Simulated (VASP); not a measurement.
Input of a VASP 6.6.1 run:

File INCAR:

```
SYSTEM = BN
PREC = Accurate
ENCUT = 520
EDIFF = 1E-8
ISMEAR = -1
SIGMA = 0.03
LREAL = .FALSE.
LASPH = .TRUE.
NELM = 100
ALGO = Normal
ISIF = 2
LWAVE = .FALSE.
LCHARG = .FALSE.
GGA = PE
LEFG = .TRUE.
NBANDS = 11
```

KPOINTS

```
Automatic mesh
0
G
  13 13 13
  0 0 0
```

POSCAR

```
BN
1.0
    0.0000000000      1.8014548043      1.8014548043
    1.8014548043      0.0000000000      1.8014548043
    1.8014548043      1.8014548043      0.0000000000
B N
1 1
Direct
    0.0000000000      0.0000000000      0.0000000000
    0.7500000000      0.7500000000      0.7500000000
```

Potentials or basis: VASP PAW PBE potentials, release 64 (B, N).

Launch:

```bash
$ cat potpaw_PBE.64/B/POTCAR potpaw_PBE.64/N/POTCAR > POTCAR
$ mpirun -np 1 vasp_std > vasp.out
```

(1) What does it give for the band gap on the k mesh?

(2) Estimate the pressure.

## Answers

(1) 4.55 eV, indirect (least direct gap 8.87 eV).

(2) 7.2 GPa.

Caveat: without QUAD_EFG the Cq values of the log hold for a quadrupole moment of 1 mb, not for the nuclei.
